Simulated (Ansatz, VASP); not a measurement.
**Ba in VASP and in Ansatz**

File INCAR:

```
SYSTEM = Ba
  PREC = Accurate
  ENCUT = 520
  EDIFF = 1E-6
  ISMEAR = -1
  SIGMA = 0.1
  LREAL = .False.
  LASPH = .True.
  NELM = 100
  ALGO = Normal
  ISIF = 2
  LWAVE = .False.
  LCHARG = .True.
  GGA = RE
  LELF = .True.
  LVHAR = .True.
  NBANDS = 22
```

File KPOINTS:

```
regular mesh
0
Gamma
  6 6 8
  0 0 0
```

File POSCAR:

```
Ba
1.0
    7.5440981432      0.0000000000      0.0000000000
   -3.7720490716      6.5333806407      0.0000000000
    0.0000000000      0.0000000000      4.4816107280
Ba
3
Direct
    0.0000000000      0.0000000000      0.0000000000
    0.3333333333      0.6666666667      0.5000000000
    0.6666666667      0.3333333333      0.5000000000
```

Input for Ansatz:

```yaml
crystal:
  lattice:
    - [7.5440981432, 0.0, 0.0]
    - [-3.7720490716, 6.5333806407, 0.0]
    - [0.0, 0.0, 4.481610728]
  atoms:
    - { symbol: Ba, position: [0.0, 0.0, 0.0] }
    - { symbol: Ba, position: [0.3333333333, 0.6666666667, 0.5] }
    - { symbol: Ba, position: [0.6666666667, 0.3333333333, 0.5] }
hamiltonian:
  xc: revpbe
  pseudopotentials:
    kind: paw
    azcp:
      Ba: "pseudopotentials/Ba.paw.azcp"
basis:
  ecutwfc: 420
  fft_grid_basis: typed
kpoints:
  mp_grid: { grid: [6, 6, 8], shift: [0, 0, 0] }
magnetization:
  spin_polarized: false
scf:
  occupations: { method: fermi_dirac, width: 0.1 }
  lower_state_search: "off"
output:
  stress: true
  write_density: true
  write_potential: true
  elf: true
  volumetric_format: npy
```

Alike in both runs: task single point; functional revPBE; k mesh 6 × 6 × 8; occupations fermi-dirac, width 0.1 eV; no spin polarisation.

```csv
,VASP,Ansatz
version,VASP 6.6.1,Ansatz 0.2.0
potentials or method,"VASP PAW PBE potentials, release 64 (Ba_sv), cutoff 520 eV","plane waves (420 eV) with PAW, scalar-relativistic"
valence electrons in the cell,30,30
```

|  | VASP | Ansatz | Ansatz less VASP |
| --- | --- | --- | --- |
| pressure (GPa) | -0.5 | -0.5 | -0.02 |

VASP's potentials were made for PBE, not for revPBE. With one functional, cell and mesh, what is left measures potentials, basis and numerics.

Neither program's run includes spin-orbit coupling.
